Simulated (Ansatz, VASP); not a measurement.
One calculation of Be, two programs

```
Be
1.0
    -1.24772    1.24772    1.24772
     1.24772   -1.24772    1.24772
     1.24772    1.24772   -1.24772
Be
1
Cartesian
  0.0000 0.0000 0.0000
```

Alike in both runs: task single point; functional PBE; k mesh 24 × 24 × 24; occupations gaussian, width 0.1 eV; no spin polarisation.

```csv
,VASP,Ansatz
version,VASP 6.6.1,Ansatz 0.2.0
potentials or method,"VASP PAW PBE potentials, release 64 (Be), cutoff 520 eV","scalar-relativistic, plane waves, PAW"
valence electrons in the cell,2,2
```

Ansatz gave:

```
gap on the k mesh at the Fermi level (eV) : none
pressure (GPa)                            : 0.8
```

Task: What did VASP give for the same quantities?

Result: gap on the k mesh at the Fermi level (eV): none; pressure (GPa): 0.9.

A gap of «none» marks a metal or a gap that the smearing closes.
